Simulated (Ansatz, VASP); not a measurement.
Two plane-wave programs on TaH

The input INCAR:

```
SYSTEM = TaH
ALGO     = Normal         ! electronic algorithm
EDIFF    = 1E-6           ! SCF threshold, eV
ENCUT    = 500            ! plane-wave cutoff, eV
GGA      = PE             ! functional
GGA_COMPAT= .FALSE.      
ISIF     = 2              ! what is computed and relaxed
ISMEAR   = 0              ! smearing method
LASPH    = .TRUE.         ! aspherical terms in the spheres
LCHARG   = .TRUE.         ! write CHGCAR
LELF     = .TRUE.         ! ELF
LREAL    = .FALSE.        ! projectors in reciprocal space
LVHAR    = .TRUE.       
LWAVE    = .FALSE.        ! write WAVECAR
NBANDS   = 13             ! bands
NELM     = 120            ! most SCF steps
PREC     = Accurate       ! precision mode
SIGMA    = 0.1            ! smearing width, eV
```

File KPOINTS:

```
k-points
0
G
  6 6 6
  0 0 0
```

The input POSCAR:

```
TaH
1.0
    0.0000000000      2.2103078075      2.2103078075
    2.2103078075      0.0000000000      2.2103078075
    2.2103078075      2.2103078075      0.0000000000
Ta H
1 1
Direct
    0.2500000000      0.2500000000      0.2500000000
    0.5000000000      0.5000000000      0.5000000000
```

Input for Ansatz:

```yaml
crystal:
  lattice:
    - [0.0, 2.2103078075, 2.2103078075]
    - [2.2103078075, 0.0, 2.2103078075]
    - [2.2103078075, 2.2103078075, 0.0]
  atoms:
    - { symbol: Ta, position: [0.25, 0.25, 0.25] }
    - { symbol: H, position: [0.5, 0.5, 0.5] }
basis:
  ecutwfc: 420
kpoints:
  mp_grid: { grid: [6, 6, 6] }
hamiltonian:
  xc: pbe
scf:
  occupations: { method: gaussian, width: 0.1 }
  lower_state_search: "off"
output:
  forces: true
  stress: true
  eigenvalues: true
```

Alike in both runs: task single point; functional PBE; k mesh 6 × 6 × 6; occupations gaussian, width 0.1 eV; no spin polarisation.

```csv
,VASP,Ansatz
version,VASP 6.6.1,Ansatz 0.2.0
potentials or method,"VASP PAW PBE potentials, release 64 (Ta_pv, H), cutoff 500 eV","scalar-relativistic, plane waves, PAW"
valence electrons in the cell,12,14
```

|  | VASP | Ansatz | Ansatz less VASP |
| --- | --- | --- | --- |
| gap on the k mesh at the Fermi level (eV) | none | none | - |
| pressure (GPa) | -0.4 | -0.4 | -0.06 |

A gap of «none» marks a metal or a gap that the smearing closes. The functional is the same, so the differences come from potentials, cutoffs and numerics. VASP's potentials hold 12 valence electrons a cell and Ansatz's 14, so a difference there can come from the potentials and not from the codes.

The k mesh is coarse, so the values compare programs but aren't converged. Neither program's run includes spin-orbit coupling.
